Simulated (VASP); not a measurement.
Hf, 2 atoms in the cell. Symmetry: P6_3/mmc, No. 194, hexagonal system. The conventional cell has a = 3.144 Å, b = 3.144 Å, c = 4.974 Å, α = 90.00°, β = 90.00°, γ = 120.00°. Hf (site symmetry -6m2) has 12 Hf at 3.08 to 3.14 Å within 4.1 Å. 

* Program: VASP 6.6.1
* Task: single point
* Functional: PBEsol
* Potentials or basis: VASP PAW PBE potentials, release 64 (Hf_pv)
* Cutoff: 520 eV
* k mesh: 17 × 17 × 10
* Occupations: gaussian, width 0.05 eV
* Spin: no spin polarisation
* Dipole correction: no
* Further INCAR settings: ALGO = Normal; EDIFF = 1e-06; NBANDS = 17

Potentials or basis: VASP PAW PBE potentials, release 64 (Hf_pv).

Command:

```sh
$ cat potpaw_PBE.64/Hf_pv/POTCAR > POTCAR
$ mpirun -np 1 vasp_std > vasp.out
```

Hardware: 1 thread of Intel(R) Xeon(R) Platinum 8175M CPU @ 2.50GHz (Skylake/Cascade Lake), with other jobs on the host.

Estimate the wall time of this run.

Run time: 2 min on 1 thread of Intel(R) Xeon(R) Platinum 8175M CPU @ 2.50GHz (Skylake/Cascade Lake) (shared host), peak memory 0.25 GiB. Counts: scf iterations 11, k points 198.
